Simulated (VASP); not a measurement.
# AlRu (P4mm) in VASP: a series of runs

AlRu is run at these levels: PBEsol; tasks: single point.

Program: VASP 6.6.1. These are calculated values, not measurements. Logs are shortened: lines on timing, memory, paths and dates and some standing lists are left out, and cuts for length are marked.

**1. The cell of the first run**

It takes space group P4mm (No. 99, tetragonal). Conventional cell: a = 2.976 Å, b = 2.976 Å, c = 2.976 Å, α = 90.00°, β = 90.00°, γ = 90.00°. Al (site symmetry 4mm) has 8 Ru at 2.53 to 2.63 Å and 6 Al at 2.98 Å within 3.3 Å. Within 3.3 Å of Ru (site symmetry 4mm) lie 8 Al at 2.53 to 2.63 Å and 6 Ru at 2.98 Å.

**2. Single point, PBEsol (all Ru atoms moved +0.087 Å, as atom 2 along Cartesian [0 0 1])**

INCAR reads:

```
SYSTEM = AlRu
PREC = Accurate ; ENCUT = 520
EDIFF = 1E-6 ; ISMEAR = 0
SIGMA = 0.15 ; LREAL = .False.
LASPH = .True. ; NELM = 60
ALGO = Fast ; ISIF = 2
LWAVE = .False. ; LCHARG = .False.
GGA = PS ; NBANDS = 16
```

KPOINTS reads:

```
regular mesh
0
Gamma
  20 20 20
  0 0 0
```

POSCAR reads:

```
AlRu
1.0
    2.9764078228      0.0000000000      0.0000000000
    0.0000000000      2.9764078228      0.0000000000
    0.0000000000      0.0000000000      2.9764078228
Al Ru
1 1
Direct
    0.0000000000      0.0000000000      0.0000000000
    0.5000000000      0.5000000000      0.5293978531
```

Potentials or basis: VASP PAW PBE potentials, release 64 (Al, Ru_pv).

Command:

```
$ cat potpaw_PBE.64/Al/POTCAR potpaw_PBE.64/Ru_pv/POTCAR > POTCAR
$ mpirun -np 1 vasp_std > vasp.out
```

OUTCAR:

```text
SYSTEM = AlRu
   PREC = Accurate
   ENCUT = 520
   EDIFF = 1E-6
   ISMEAR = 0
   LREAL = .False.
   LASPH = .True.
   NELM = 60
   ISIF = 2
   GGA = PS

 ion  position               nearest neighbor table
   1  0.000  0.000  0.000-   2 2.53   2 2.53   2 2.53   2 2.53   2 2.63   2 2.63   2 2.63   2 2.63

   2  0.500  0.500  0.529-   1 2.53   1 2.53   1 2.53   1 2.53   1 2.63   1 2.63   1 2.63   1 2.63

  LATTYP: Found a simple cubic cell.
 ALAT       =     2.9764078228

  Lattice vectors:

 A1 = (   2.9764078228,   0.0000000000,   0.0000000000)
 A2 = (   0.0000000000,   2.9764078228,   0.0000000000)
 A3 = (   0.0000000000,   0.0000000000,   2.9764078228)

Analysis of symmetry for initial positions (statically):
=====================================================================
 Subroutine PRICEL returns:
 Original cell was already a primitive cell.

 Routine SETGRP: Setting up the symmetry group for a
 simple cubic supercell.

 Subroutine GETGRP returns: Found  8 space group operations
 (whereof  8 operations were pure point group operations)
 out of a pool of 48 trial point group operations.

The static configuration has the point symmetry C_4v.

Analysis of symmetry for dynamics (positions and initial velocities):
=====================================================================
 Subroutine PRICEL returns:
 Original cell was already a primitive cell.

 Routine SETGRP: Setting up the symmetry group for a
 simple cubic supercell.

 Subroutine GETGRP returns: Found  8 space group operations
 (whereof  8 operations were pure point group operations)
 out of a pool of 48 trial point group operations.

The dynamic configuration has the point symmetry C_4v.

 Subroutine INISYM returns: Found  8 space group operations
 (whereof  8 operations are pure point group operations),
 and found     1 'primitive' translations

----------------------------------------------------------------------------------------

                                     Primitive cell

  volume of cell :      26.3680

  direct lattice vectors                    reciprocal lattice vectors
     2.976407823  0.000000000  0.000000000     0.335975464  0.000000000  0.000000000
     0.000000000  2.976407823  0.000000000     0.000000000  0.335975464  0.000000000
     0.000000000  0.000000000  2.976407823     0.000000000  0.000000000  0.335975464

  length of vectors
     2.976407823  2.976407823  2.976407823     0.335975464  0.335975464  0.335975464

  position of ions in fractional coordinates (direct lattice)
     0.000000000  0.000000000  0.000000000
     0.500000000  0.500000000  0.529397853

  ion indices of the primitive-cell ions
   primitive index   ion index
                 1           1
                 2           2

----------------------------------------------------------------------------------------

 KPOINTS: regular mesh

Automatic generation of k-mesh.
 Grid dimensions read from file:
 generate k-points for:   20   20   20

 Generating k-lattice:

  Cartesian coordinates                     Fractional coordinates (reciprocal lattice)
     0.016798773  0.000000000  0.000000000     0.050000000  0.000000000  0.000000000
     0.000000000  0.016798773  0.000000000     0.000000000  0.050000000  0.000000000
     0.000000000  0.000000000  0.016798773     0.000000000  0.000000000  0.050000000

  Length of vectors
     0.016798773  0.016798773  0.016798773

  Shift w.r.t. Gamma in fractional coordinates (k-lattice)
     0.000000000  0.000000000  0.000000000

 Subroutine IBZKPT returns following result:
 ===========================================

 Found    726 irreducible k-points:

 Following reciprocal coordinates:
            Coordinates               Weight
  0.000000  0.000000  0.000000      1.000000
  0.050000  0.000000  0.000000      4.000000
  0.000000  0.000000  0.050000      2.000000
  0.100000  0.000000  0.000000      4.000000
  0.000000  0.000000  0.100000      2.000000
  0.150000  0.000000  0.000000      4.000000
[... 16 lines left out ...]
  0.000000  0.050000  0.050000      8.000000
  0.100000  0.050000  0.000000      8.000000
 [... further k-points ...]
   k-points           NKPTS =    726   k-points in BZ     NKDIM =    726   number of bands    NBANDS=     16
   number of dos      NEDOS =    301   number of ions     NIONS =      2
   total plane-waves  NPLWV =  13824
   dimension x,y,z NGX =    24 NGY =   24 NGZ =   24
   dimension x,y,z NGXF=    48 NGYF=   48 NGZF=   48
   ions per type =               1   1
   NGX,Y,Z   is equivalent  to a cutoff of  13.41, 13.41, 13.41 a.u.
   NGXF,Y,Z  is equivalent  to a cutoff of  26.81, 26.81, 26.81 a.u.
 SYSTEM =  AlRu
   PREC   = accura    normal or accurate (medium, high low for compatibility)
   ISTART =      0    job   : 0-new  1-cont  2-samecut
   ICHARG =      2    charge: 1-file 2-atom 10-const
   ISPIN  =      1    spin polarized calculation?
   LNONCOLLINEAR =      F non collinear calculations
   LSORBIT =      F    spin-orbit coupling
   LASPH  =      T    aspherical Exc in radial PAW
   ENCUT  =  520.0 eV  38.22 Ry    6.18 a.u.   5.53  5.53  5.53*2*pi/ulx,y,z
   NELM   =     60;   NELMIN=  2; NELMDL= -5     # of ELM steps
   EDIFF  = 0.1E-05   stopping-criterion for ELM
   LREAL  =      F    real-space projection
   EDIFFG = 0.1E-04   stopping-criterion for IOM
   NSW    =      0    number of steps for IOM
   IBRION =     -1    ionic relax: 0-MD 1-quasi-New 2-CG
   NFREE  =      0    steps in history (QN), initial steepest desc. (CG)
   ISIF   =      2    stress and relaxation
   ISYM   =      2    0-nonsym 1-usesym 2-fastsym
   POTIM  = 0.5000    time-step for ionic-motion
   TEBEG  =    0.0;   TEEND  =   0.0 temperature during run
   PSTRESS=    0.0 pullay stress
   NELECT =      17.0000    total number of electrons
   NUPDOWN=      -1.0000    fix difference up-down
   EMIN   =  10.00;   EMAX   =-10.00  energy-range for DOS
   EFERMI =   0.00;   METHOD = LEGACY
   ISMEAR =     0;   SIGMA  =   0.15  broadening in eV -4-tet -1-fermi 0-gaus
   EFERMI_NEDOS =   21; number of points for ismear=-14 and -15
   IALGO  =     68    algorithm
   IMIX   =      4    mixing-type and parameters
     AMIX     =   0.40;   BMIX     =  1.00
     AMIX_MAG =   1.60;   BMIX_MAG =  1.00
  volume/ion in A,a.u.               =      13.18        88.97
  Fermi-wavevector in a.u.,A,eV,Ry     =   1.414269  2.672581 27.213787  2.000157
  Thomas-Fermi vector in A             =   2.535829
   LORBIT       =      0    0 simple, 1 ext, 2 COOP (PROOUT), +10 PAW based schemes
   GGA     = PS    functional components
   LHFCALC =     F    Hartree Fock is set to
   AEXX    =    0.0000 exact exchange contribution
   IVDW    =     0    specifies the selected vdW correction
   LEPSILON=     F    determine dielectric tensor
   LRPA    =     F    only Hartree local field effects (RPA)
 non-spin polarized calculation
 RMM-DIIS sequential band-by-band and
 Gauss-broadening in eV      SIGMA  =   0.15
  energy-cutoff  :      520.00
  volume of cell :       26.37
 maximum number of plane-waves:       739
 NGX is ok and might be reduce to    24
   NGX = 11   NGY = 11   NGZ = 11

 number of electron      16.9999998 magnetization

 Free energy of the ion-electron system (eV)
  ---------------------------------------------------
  ext. energy  EPLUGINS =         0.00000000
  ---------------------------------------------------
  free energy    TOTEN  =       -15.49657152 eV

  energy without entropy =      -15.47840133  energy(sigma->0) =      -15.48748643

 E-fermi :  10.8044     XC(G=0): -12.7639

 val. band max:       10.8027350802   @ k =   0.3500   0.4500   0.4500
 cond. band min:      10.8069637476   @ k =   0.1000   0.0500   0.2000
 fundamental gap:      0.0042286674
 Fermi energy:        10.8044389421

 k-point     1 :       0.0000    0.0000    0.0000
  band No.  band energies     occupation
      1     -30.9072      2.00000
      2     -30.9072      2.00000
      3     -30.9058      2.00000
      4       1.0425      2.00000
      5       7.1251      2.00000
      6       7.1315      2.00000
[... 8 lines left out ...]
     15      22.8094      0.00000
     16      26.1256      0.00000

 k-point     2 :       0.0500    0.0000    0.0000
  band No.  band energies     occupation
      1     -30.9127      2.00000
      2     -30.9067      2.00000
      3     -30.9053      2.00000
      4       1.0914      2.00000
      5       7.1432      2.00000
      6       7.1492      2.00000
[... 8 lines left out ...]
     15      22.8097      0.00000
     16      26.2751      0.00000

 k-point     3 :       0.0000    0.0000    0.0500
  band No.  band energies     occupation
      1     -30.9113      2.00000
      2     -30.9067      2.00000
      3     -30.9067      2.00000
      4       1.0913      2.00000
      5       7.1423      2.00000
      6       7.1500      2.00000
[... 8 lines left out ...]
     15      22.8096      0.00000
     16      26.2722      0.00000

 k-point     4 :       0.1000    0.0000    0.0000
  band No.  band energies     occupation
      1     -30.9288      2.00000
      2     -30.9054      2.00000
      3     -30.9040      2.00000
      4       1.2371      2.00000
      5       7.1927      2.00000
      6       7.1998      2.00000
[... 8 lines left out ...]
     15      22.8118      0.00000
     16      26.7398      0.00000

 k-point     5 :       0.0000    0.0000    0.1000
  band No.  band energies     occupation
      1     -30.9274      2.00000
      2     -30.9054      2.00000
      3     -30.9054      2.00000
      4       1.2367      2.00000
      5       7.1930      2.00000
      6       7.1988      2.00000
[... 8 lines left out ...]
     15      22.8117      0.00000
     16      26.7295      0.00000

 k-point     6 :       0.1500    0.0000    0.0000
  band No.  band energies     occupation
      1     -30.9538      2.00000
      2     -30.9033      2.00000
      3     -30.9019      2.00000
      4       1.4762      2.00000
      5       7.2534      2.00000
      6       7.2794      2.00000
[... 8 lines left out ...]
     15      23.0551      0.00000
     16      27.5301      0.00000

 k-point     7 :       0.0000    0.0000    0.1500
  band No.  band energies     occupation
      1     -30.9523      2.00000
      2     -30.9033      2.00000
      3     -30.9033      2.00000
      4       1.4752      2.00000
      5       7.2575      2.00000
      6       7.2739      2.00000
[... 8 lines left out ...]
     15      23.0804      0.00000
     16      27.5164      0.00000

 k-point     8 :       0.2000    0.0000    0.0000
  band No.  band energies     occupation
      1     -30.9851      2.00000
      2     -30.9006      2.00000
      3     -30.8992      2.00000
      4       1.8031      2.00000
      5       7.2876      2.00000
      6       7.3847      2.00000
[... 8 lines left out ...]
     15      23.4377      0.00000
     16      28.2685      0.00000

 k-point     9 :       0.0000    0.0000    0.2000
  band No.  band energies     occupation
      1     -30.9836      2.00000
      2     -30.9006      2.00000
      3     -30.9006      2.00000
      4       1.8014      2.00000
      5       7.2905      2.00000
      6       7.3793      2.00000
[... 8 lines left out ...]
     15      23.4757      0.00000
     16      28.3131      0.00000
[... 172 lines left out ...]
 k-point    19 :       0.0000    0.0000    0.4500
  band No.  band energies     occupation
      1     -31.1233      2.00000
      2     -30.8886      2.00000
      3     -30.8886      2.00000
      4       4.4088      2.00000
      5       5.7615      2.00000
      6       7.9154      2.00000
[... 8 lines left out ...]
     15      24.1133      0.00000
     16      24.2264      0.00000

 k-point    20 :       0.5000    0.0000    0.0000
  band No.  band energies     occupation
      1     -31.1306      2.00000
      2     -30.8881      2.00000
      3     -30.8867      2.00000
      4       4.8789      2.00000
      5       5.3137      2.00000
      6       7.9452      2.00000
[... 8 lines left out ...]
     15      23.7807      0.00000
     16      24.5422      0.00000

 k-point    21 :       0.0000    0.0000    0.5000
  band No.  band energies     occupation
      1     -31.1287      2.00000
      2     -30.8881      2.00000
      3     -30.8881      2.00000
      4       4.8449      2.00000
      5       5.3412      2.00000
      6       7.9386      2.00000
[... 8 lines left out ...]
     15      23.7856      0.00000
     16      24.2323      0.00000

 k-point    22 :       0.0500    0.0500    0.0000
  band No.  band energies     occupation
      1     -30.9125      2.00000
      2     -30.9120      2.00000
      3     -30.9048      2.00000
      4       1.1402      2.00000
      5       7.1623      2.00000
      6       7.1665      2.00000
[... 8 lines left out ...]
     15      22.8099      0.00000
     16      26.4181      0.00000

 k-point    23 :       0.0000    0.0500    0.0500
  band No.  band energies     occupation
      1     -30.9123      2.00000
      2     -30.9108      2.00000
      3     -30.9063      2.00000
      4       1.1401      2.00000
      5       7.1603      2.00000
      6       7.1683      2.00000
[... 8 lines left out ...]
     15      22.8099      0.00000
     16      26.4152      0.00000

 k-point    24 :       0.1000    0.0500    0.0000
  band No.  band energies     occupation
      1     -30.9284      2.00000
      2     -30.9109      2.00000
      3     -30.9035      2.00000
      4       1.2854      2.00000
      5       7.2138      2.00000
      6       7.2161      2.00000
[... 8 lines left out ...]
     15      22.8115      0.00000
     16      26.8611      0.00000

 [... further k-points ...]

------------------------ aborting loop because EDIFF is reached ----------------------------------------

  FORCE on cell =-STRESS in cart. coord.  units (eV):
  Direction    XX          YY          ZZ          XY          YZ          ZX
  --------------------------------------------------------------------------------------
  -------------------------------------------------------------------------------------
  Total        0.1495690      0.1495690      0.0416616      0.0000000     -0.0000000      0.0000000
  in kB        9.0881347      9.0881347      2.5314504      0.0000000     -0.0000000      0.0000000
  external PRESSURE =       6.9025733 kB  Pullay stress =       0.0000000 kB

 VOLUME and BASIS-vectors are now :
 -----------------------------------------------------------------------------
  energy-cutoff  :      520.00
  volume of cell :       26.37
      direct lattice vectors                 reciprocal lattice vectors
     2.976407823  0.000000000  0.000000000     0.335975464  0.000000000  0.000000000
     0.000000000  2.976407823  0.000000000     0.000000000  0.335975464  0.000000000
     0.000000000  0.000000000  2.976407823     0.000000000  0.000000000  0.335975464

 POSITION                                       TOTAL-FORCE (eV/Angst)
 -----------------------------------------------------------------------------------
      0.00000      0.00000      0.00000        -0.000000     -0.000000      0.713276
      1.48820      1.48820      1.57570         0.000000      0.000000     -0.713276
 -----------------------------------------------------------------------------------
    total drift:                                0.000000     -0.000000      0.000498

  FREE ENERGIE OF THE ION-ELECTRON SYSTEM (eV)
  ---------------------------------------------------
  free  energy   TOTEN  =       -15.4965715213 eV

  energy  without entropy=      -15.4784013332  energy(sigma->0) =      -15.48748643
```

Run time: 2.5 min. Hardware: 1 thread of AMD EPYC 9R14 (Zen 4), shared host; peak memory 0.36 GiB.

Results:

```
Free energy            : -15.4966 eV
Pressure               : 0.7 GPa
Largest force          : 0.713 eV/Å
Band gap on the k mesh : zero (an odd number of electrons rules out a gap without spin polarisation)
```

Forces on the atoms (eV/Å):
```
Al   0.000  0.000  0.713
Ru   0.000  0.000 -0.713
```

Caveat: the cell differs from its parent crystal (all Ru atoms moved +0.087 Å, as atom 2 along Cartesian [0 0 1]); the PAW data sets were made with another functional, which shifts forces and pressure a little.

**3. Single point, PBEsol (all Ru atoms moved +0.062 Å, as atom 2 along Cartesian [0 0 1])**

INCAR reads:

```
SYSTEM = AlRu
PREC = Accurate
ENCUT = 520
EDIFF = 1E-6
ISMEAR = 0
SIGMA = 0.15
LREAL = .False.
LASPH = .True.
NELM = 60
ALGO = Fast
ISIF = 2
LWAVE = .False.
LCHARG = .False.
GGA = PS
NBANDS = 16
```

KPOINTS is that of step 2.

Edit POSCAR of step 2 so:

```diff
@@ -9,2 +9,2 @@
     0.0000000000      0.0000000000      0.0000000000
-    0.5000000000      0.5000000000      0.5293978531
+    0.5000000000      0.5000000000      0.5209984665
```

Potentials or basis: VASP PAW PBE potentials, release 64 (Al, Ru_pv).

Command:

```
$ cat potpaw_PBE.64/Al/POTCAR potpaw_PBE.64/Ru_pv/POTCAR > POTCAR
$ mpirun -np 1 vasp_std > vasp.out
```

Wall time 2.5 min (1 thread of AMD EPYC 9R14 (Zen 4), shared host); peak memory 0.36 GiB.

Results (log left out):

```
Free energy            : -15.5119 eV
Pressure               : 0.3 GPa
Largest force          : 0.510 eV/Å
Band gap on the k mesh : zero (an odd number of electrons rules out a gap without spin polarisation)
```

Forces in eV/Å, atoms in the order of the input:
```
Al   0.000  0.000  0.510
Ru   0.000  0.000 -0.510
```

Stress tensor (GPa, compression positive):
```
0.41 0.00 0.00
0.00 0.41 0.00
0.00 0.00 0.08
```

Levels at points of the mesh, in eV from the Fermi level:
```tsv
k point	band 7	band 8	band 9	band 10	band 11	band 12
(0.00, 0.00, 0.00)	0.19	0.20	0.20	6.16	6.16	6.16
(0.50, 0.00, 0.00)	-1.64	-1.63	0.46	2.34	7.45	11.10
(0.00, 0.00, 0.50)	-1.63	-1.63	0.45	2.35	7.46	11.07
(0.50, 0.50, 0.00)	-1.43	-1.12	-1.12	1.57	5.38	6.42
(0.00, 0.50, 0.50)	-1.36	-1.20	-1.19	1.57	5.38	6.43
(0.50, 0.50, 0.50)	1.67	1.67	2.70	4.14	4.14	4.15
```

Caveat: the cell differs from its parent crystal (all Ru atoms moved +0.062 Å, as atom 2 along Cartesian [0 0 1]); the PAW data sets were made with another functional, which shifts forces and pressure a little.
